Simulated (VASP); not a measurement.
# ZrVOs3 (Pm-3m) in VASP: a series of runs, part 2 of 2

VASP 6.6.1. Earlier steps stand in the parts before.

## Step 3: Single point, r2SCAN, collinear spin, ferromagnetic start

This run uses another cell than the first one, of 13.10 Å³/atom, 0.745 times its volume.

File POSCAR:

```
ZrVOs3
1.0
    4.0306963755      0.0000000000      0.0000000000
    0.0000000000      4.0306963755      0.0000000000
    0.0000000000      0.0000000000      4.0306963755
Zr V Os
1 1 3
Direct
    0.0000000000      0.0000000000      0.0000000000
    0.5000000000      0.5000000000      0.5000000000
    0.0000000000      0.5000000000      0.5000000000
    0.5000000000      0.0000000000      0.5000000000
    0.5000000000      0.5000000000      0.0000000000
```

File INCAR.step1:

```
ALGO = Normal
EDIFF = 1E-4
ENCUT = 520
GGA = PE
ISMEAR = 0
ISPIN = 2
LASPH = True
LCHARG = False
LMAXMIX = 4
LREAL = False
LWAVE = True
MAGMOM = 0 2 0 0 0
NBANDS = 36
NELM = 150
PREC = Accurate
SIGMA = 0.1
```

File INCAR.step2:

```
ALGO = Normal
EDIFF = 1E-7
ENCUT = 520
ISIF = 2
ISMEAR = 0
ISPIN = 2
ISTART = 1
LASPH = True
LCHARG = True
LELF = True
LMAXMIX = 4
LMIXTAU = True
LORBIT = 11
LREAL = False
LVHAR = True
LWAVE = False
MAGMOM = 0 2 0 0 0
METAGGA = R2SCAN
NBANDS = 36
NELM = 150
PREC = Accurate
SIGMA = 0.1
```

File KPOINTS:

```
k-points
0
Gamma
  4 4 4
```

Potentials or basis: VASP PAW PBE potentials, release 64 (Zr_sv, V_sv, Os).

Started as:

```console
$ cat potpaw_PBE.64/Zr_sv/POTCAR potpaw_PBE.64/V_sv/POTCAR potpaw_PBE.64/Os/POTCAR > POTCAR
$ cp INCAR.step1 INCAR
$ mpirun -np 1 vasp_std > vasp.out
$ cp INCAR.step2 INCAR
$ mpirun -np 1 vasp_std > vasp.out
```

OUTCAR:

```text
EDIFF = 1E-7
   ENCUT = 520
   ISIF = 2
   ISMEAR = 0
   ISPIN = 2
   ISTART = 1
   LASPH = True
   LORBIT = 11
   LREAL = False
   METAGGA = R2SCAN
   NELM = 150
   PREC = Accurate

 ion  position               nearest neighbor table
   1  0.000  0.000  0.000-   3 2.85   4 2.85   5 2.85   3 2.85   4 2.85   3 2.85   5 2.85   3 2.85
                             4 2.85   5 2.85   4 2.85   5 2.85
   2  0.500  0.500  0.500-   3 2.02   4 2.02   5 2.02   5 2.02   4 2.02   3 2.02
   3  0.000  0.500  0.500-   2 2.02   2 2.02   4 2.85   5 2.85   1 2.85   5 2.85   1 2.85   4 2.85
                             1 2.85   1 2.85   4 2.85   5 2.85   5 2.85   4 2.85
   4  0.500  0.000  0.500-   2 2.02   2 2.02   3 2.85   5 2.85   1 2.85   5 2.85   1 2.85   3 2.85
                             5 2.85   5 2.85   1 2.85   3 2.85   1 2.85   3 2.85
   5  0.500  0.500  0.000-   2 2.02   2 2.02   3 2.85   4 2.85   1 2.85   3 2.85   4 2.85   1 2.85
                             4 2.85   4 2.85   1 2.85   3 2.85   3 2.85   1 2.85

  LATTYP: Found a simple cubic cell.
 ALAT       =     4.0306963755

  Lattice vectors:

 A1 = (   4.0306963755,   0.0000000000,   0.0000000000)
[... 982 lines left out ...]
  -------------------------------------------------------------------------------------
  Total       51.9046214     51.9046214     51.9046214      0.0000000      0.0000000      0.0000000
  in kB     1269.9199789   1269.9199789   1269.9199789      0.0000000      0.0000000      0.0000000
  external PRESSURE =    1269.9199789 kB  Pullay stress =       0.0000000 kB

 VOLUME and BASIS-vectors are now :
 -----------------------------------------------------------------------------
  energy-cutoff  :      520.00
  volume of cell :       65.48
      direct lattice vectors                 reciprocal lattice vectors
     4.030696375  0.000000000  0.000000000     0.248096087  0.000000000  0.000000000
     0.000000000  4.030696375  0.000000000     0.000000000  0.248096087  0.000000000
     0.000000000  0.000000000  4.030696375     0.000000000  0.000000000  0.248096087

 POSITION                                       TOTAL-FORCE (eV/Angst)
 -----------------------------------------------------------------------------------
      0.00000      0.00000      0.00000         0.000000      0.000000      0.000000
      2.01535      2.01535      2.01535         0.000000      0.000000      0.000000
      0.00000      2.01535      2.01535         0.000000      0.000000      0.000000
      2.01535      0.00000      2.01535         0.000000      0.000000      0.000000
      2.01535      2.01535      0.00000         0.000000      0.000000      0.000000
 -----------------------------------------------------------------------------------
    total drift:                                0.000000      0.000000      0.000000

  FREE ENERGIE OF THE ION-ELECTRON SYSTEM (eV)
  ---------------------------------------------------
  free  energy   TOTEN  =      -184.6782146400 eV

  energy  without entropy=     -184.6582775715  energy(sigma->0) =     -184.66824611

 total charge

# of ion       s       p       d       tot
------------------------------------------
    1        2.199   6.021   1.675   9.895
    2        2.560   6.713   4.444  13.718
    3        0.759   0.720   6.671   8.151
    4        0.759   0.720   6.671   8.151
    5        0.759   0.720   6.671   8.151
--------------------------------------------------
tot          7.037  14.896  26.133  48.065

 magnetization (x)

# of ion       s       p       d       tot
------------------------------------------
    1        0.000   0.000   0.000   0.000
    2        0.000   0.000   0.000   0.000
    3       -0.000   0.000  -0.000  -0.000
    4       -0.000   0.000  -0.000  -0.000
    5       -0.000   0.000  -0.000  -0.000
--------------------------------------------------
tot         -0.000   0.000  -0.000  -0.000
```

OSZICAR.step1:

```text
N       E                     dE             d eps       ncg     rms          rms(c)
DAV:   1     0.595573361753E+03    0.59557E+03   -0.25911E+04  1456   0.144E+03
DAV:   2    -0.195765920934E+01   -0.59753E+03   -0.56414E+03  1444   0.508E+02
DAV:   3    -0.386783001003E+02   -0.36721E+02   -0.34046E+02  1864   0.121E+02
DAV:   4    -0.408039490667E+02   -0.21256E+01   -0.21059E+01  2148   0.239E+01
DAV:   5    -0.408406690657E+02   -0.36720E-01   -0.36689E-01  1844   0.263E+00    0.702E+01
DAV:   6    -0.398320925249E+02    0.10086E+01   -0.25974E+00  1728   0.127E+01    0.427E+01
DAV:   7    -0.403181234060E+02   -0.48603E+00   -0.53828E+00  1632   0.203E+01    0.221E+01
DAV:   8    -0.395321847069E+02    0.78594E+00   -0.37971E+00  1596   0.220E+01    0.835E+00
DAV:   9    -0.393680302586E+02    0.16415E+00   -0.57245E-01  1612   0.699E+00    0.160E+00
DAV:  10    -0.393656267866E+02    0.24035E-02   -0.43469E-02  1724   0.158E+00    0.103E+00
DAV:  11    -0.393651193930E+02    0.50739E-03   -0.55650E-03  1816   0.547E-01    0.312E-01
DAV:  12    -0.393650365963E+02    0.82797E-04   -0.93949E-04  1812   0.238E-01
   1 F= -.39365037E+02 E0= -.39355611E+02  d E =-.188504E-01  mag=    -0.0002
```

It took 4.7 min on 1 thread of Oxide Virtual Turin-like, shared host; peak memory 0.19 GiB.

What came out:

| Property | Result |
| --- | --- |
| Free energy | -184.6782 eV |
| Pressure | 127.0 GPa |
| Net moment | 0.00 μB per cell |
| Valence electrons inside the program's atomic spheres | Zr 9.89; V 13.72; Os 8.15 |

Caveat: the k points lie up to 0.39 Å⁻¹ apart; the PAW data sets were made with another functional, which shifts forces and pressure a little; spin-orbit coupling is left out, which moves the levels of the heavy elements.

## Step 4: Single point, r2SCAN

POSCAR: that of step 3 with these lines changed.

```diff
@@ -2,5 +2,5 @@
 1.0
-    4.0306963755      0.0000000000      0.0000000000
-    0.0000000000      4.0306963755      0.0000000000
-    0.0000000000      0.0000000000      4.0306963755
+    4.4445401328      0.0000000000      0.0000000000
+    0.0000000000      4.4445401328      0.0000000000
+    0.0000000000      0.0000000000      4.4445401328
 Zr V Os
```

File INCAR.step1:

```
PREC     = Accurate       # precision mode
ENCUT    = 520            # plane-wave cutoff, eV
ISMEAR   = 0              # smearing method
SIGMA    = 0.1            # smearing width, eV
LREAL    = False          # projectors in reciprocal space
LASPH    = True           # aspherical terms in the spheres
NELM     = 60             # most SCF steps
NBANDS   = 32             # bands
GGA      = PE             # functional
ALGO     = Normal         # electronic algorithm
EDIFF    = 1E-4           # SCF threshold, eV
LWAVE    = True           # write WAVECAR
LCHARG   = False          # write CHGCAR
```

File INCAR.step2:

```
PREC     = Accurate       # precision mode
ENCUT    = 520            # plane-wave cutoff, eV
EDIFF    = 1E-6           # SCF threshold, eV
ISMEAR   = 0              # smearing method
SIGMA    = 0.1            # smearing width, eV
LREAL    = False          # projectors in reciprocal space
LASPH    = True           # aspherical terms in the spheres
NELM     = 60             # most SCF steps
ALGO     = Normal         # electronic algorithm
ISIF     = 2              # what is computed and relaxed
LWAVE    = False          # write WAVECAR
LCHARG   = False          # write CHGCAR
METAGGA  = R2SCAN         # meta-GGA
LMIXTAU  = True         
NBANDS   = 32             # bands
ISTART   = 1
```

File KPOINTS:

```
Automatic mesh
0
Gamma
  8 8 8
```

Started as:

```console
$ cat potpaw_PBE.64/Zr_sv/POTCAR potpaw_PBE.64/V_sv/POTCAR potpaw_PBE.64/Os/POTCAR > POTCAR
$ cp INCAR.step1 INCAR
$ mpirun -np 1 vasp_std > vasp.out
$ cp INCAR.step2 INCAR
$ mpirun -np 1 vasp_std > vasp.out
```

Wall time 11 min (1 thread of Oxide Virtual Turin-like, shared host); peak memory 0.24 GiB.

It converged, with:

```
Free energy : -191.6498 eV
Pressure    : 1.6 GPa
```

Levels at points of the mesh, in eV from the Fermi level:
```tsv
k point	band 22	band 23	band 24	band 25	band 26	band 27	band 28	band 29
(0.00, 0.00, 0.00)	0.66	0.66	0.91	0.92	0.92	0.92	1.62	1.62
(0.50, 0.00, 0.00)	-1.44	-1.44	-0.97	0.56	0.56	0.67	0.87	1.55
(0.50, 0.50, 0.00)	-1.72	-1.64	-1.27	-0.67	0.04	0.36	0.83	0.90
(0.50, 0.50, 0.50)	-1.38	-1.38	-0.57	-0.51	-0.51	0.55	0.55	0.55
```

Caveat: the PAW data sets were made with another functional, which shifts forces and pressure a little; spin-orbit coupling is left out, which moves the levels of the heavy elements.

## Step 5: Relaxation of cell and atoms, r2SCAN

This run uses another cell than the first one, of 13.10 Å³/atom, 0.745 times its volume.

POSCAR: that of step 4 with these lines changed.

```diff
@@ -2,5 +2,5 @@
 1.0
-    4.4445401328      0.0000000000      0.0000000000
-    0.0000000000      4.4445401328      0.0000000000
-    0.0000000000      0.0000000000      4.4445401328
+    4.0306963755      0.0000000000      0.0000000000
+    0.0000000000      4.0306963755      0.0000000000
+    0.0000000000      0.0000000000      4.0306963755
 Zr V Os
```

File INCAR.step1:

```
SYSTEM = ZrVOs3
PREC = Accurate
ENCUT = 600
ISMEAR = 0
SIGMA = 0.1
LREAL = .FALSE.
LASPH = .TRUE.
NELM = 100
GGA = PE
ALGO = Normal
EDIFF = 1E-4
LWAVE = .TRUE.
LCHARG = .FALSE.
```

File INCAR.step2:

```
SYSTEM = ZrVOs3
PREC = Accurate
ENCUT = 600
EDIFF = 1E-6
ISMEAR = 0
SIGMA = 0.1
LREAL = .FALSE.
LASPH = .TRUE.
NELM = 100
ALGO = Normal
ISIF = 3
LWAVE = .FALSE.
LCHARG = .FALSE.
METAGGA = R2SCAN
LMIXTAU = .TRUE.
IBRION = 2
NSW = 90
EDIFFG = -0.04
ISTART = 1
```

File KPOINTS:

```
Automatic mesh
0
G
  4 4 4
  0 0 0
```

Started as:

```console
$ cat potpaw_PBE.64/Zr_sv/POTCAR potpaw_PBE.64/V_sv/POTCAR potpaw_PBE.64/Os/POTCAR > POTCAR
$ cp INCAR.step1 INCAR
$ mpirun -np 1 vasp_std > vasp.out
$ cp INCAR.step2 INCAR
$ mpirun -np 1 vasp_std > vasp.out
```

Wall time 19 min (1 thread of Oxide Virtual Turin-like, shared host); peak memory 0.19 GiB.

Results (log left out):

```yaml
Free_energy: -191.6313 eV
Relaxed_volume: 17.71 Å³/atom
Relaxed_cell: a = 4.457 Å, b = 4.457 Å, c = 4.457 Å, α = 90.00°, β = 90.00°, γ = 90.00°
Space_group_after_relaxing_to_0.05_Å: Pm-3m (No. 221)
Energy_gained_by_relaxing: 1390.9 meV/atom
Ionic_steps: 7
Pressure_after_relaxing: 0.0 GPa
```

The path:
```csv
step,energy change (eV),largest force (eV/Å),pressure (GPa),volume (Å³)
1,0.0000,0.0000,127.04,65.48
2,15.9092,0.0000,-22.26,221.45
3,3.3302,0.0000,-33.34,148.76
4,-4.2088,0.0000,-29.57,112.33
5,-6.9315,0.0000,4.37,86.81
6,-6.9507,0.0000,-1.68,89.23
7,-6.9544,0.0000,-0.04,88.54
```

Final structure:
```xyz
5
Lattice="4.4570 0.0000 0.0000 0.0000 4.4570 0.0000 0.0000 0.0000 4.4570" Properties=species:S:1:pos:R:3 pbc="T T T"
Zr    0.0000    0.0000    0.0000
V     2.2285    2.2285    2.2285
Os    0.0000    2.2285    2.2285
Os    2.2285    0.0000    2.2285
Os    2.2285    2.2285    0.0000
```

Levels at points of the mesh, in eV from the Fermi level:
| k point | band 23 | band 24 | band 25 | band 26 | band 27 | band 28 |
| --- | --- | --- | --- | --- | --- | --- |
| (0.00, 0.00, 0.00) | 0.75 | 0.98 | 0.98 | 0.98 | 0.98 | 1.67 |
| (0.50, 0.00, 0.00) | -1.34 | -0.88 | 0.63 | 0.63 | 0.75 | 0.91 |
| (0.50, 0.50, 0.00) | -1.54 | -1.16 | -0.58 | 0.10 | 0.87 | 0.95 |
| (0.50, 0.50, 0.50) | -1.29 | -0.52 | -0.46 | -0.46 | 0.63 | 0.63 |

Caveat: the k points lie up to 0.35 Å⁻¹ apart in the final cell; the volume moved by over 15 % at a fixed basis, so the end points are rough; the PAW data sets were made with another functional, which shifts forces and pressure a little; spin-orbit coupling is left out, which moves the levels of the heavy elements.

## Step 6: Summary

```tsv
task	spin	cell	k mesh	cutoff (eV)	gap on the mesh (eV)	pressure (GPa)
single point	off	a = 4.445 Å, 5 atoms	4 × 4 × 4	520	none	1.7
single point	collinear, ferromagnetic start	a = 4.031 Å, 5 atoms	4 × 4 × 4	520	none	127.0
single point	off	a = 4.445 Å, 5 atoms	8 × 8 × 8	520	none	1.6
relaxation of cell and atoms	off	relaxed from a = 4.031 Å, 5 atoms	4 × 4 × 4	600	none	0.0
```

Alike in all rows: level r2SCAN; potentials or basis VASP PAW PBE potentials, release 64 (Zr_sv, V_sv, Os); smearing gaussian 0.1 eV.

Caveats: some runs use coarse meshes; the PAW data sets were made with another functional, which shifts forces and pressure a little; spin-orbit coupling is left out, which moves the levels of the heavy elements; the volume moved by over 15 % at a fixed basis, so the end points are rough (some runs).

Absolute energies hang on the potentials; compare differences alone.
